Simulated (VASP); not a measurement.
Input of a VASP 6.6.1 run:

Contents of INCAR:

```
SYSTEM = NaCl
  ALGO = Normal
  EDIFF = 1E-6
  ENCUT = 520
  GGA = PS
  ISIF = 2
  ISMEAR = 0
  LASPH = .True.
  LCHARG = .False.
  LREAL = .False.
  LWAVE = .False.
  NBANDS = 14
  NELM = 80
  PREC = Accurate
  SIGMA = 0.05
```

KPOINTS

```
k-points
0
Gamma
  8 8 8
  0 0 0
```

File POSCAR:

```
NaCl
1.0
    0.0000000000      2.8010239097      2.8010239097
    2.8010239097      0.0000000000      2.8010239097
    2.8010239097      2.8010239097      0.0000000000
Na Cl
1 1
Direct
    0.0000000000      0.0000000000      0.0000000000
    0.5000000000      0.5000000000      0.5000000000
```

Potentials or basis: VASP PAW PBE potentials, release 64 (Na_pv, Cl).

Run with:

```sh
$ cat potpaw_PBE.64/Na_pv/POTCAR potpaw_PBE.64/Cl/POTCAR > POTCAR
$ mpirun -np 1 vasp_std > vasp.out
```

Problem. Estimate the pressure.

Solution. 0.0 GPa.

Problem. What does it give for the band gap on the k mesh?

Solution. 5.01 eV, direct.

Caveat: the PAW data sets were made with another functional, which shifts forces and pressure a little. Expect the measured gap to be larger: semilocal functionals such as PBEsol lack the derivative discontinuity.
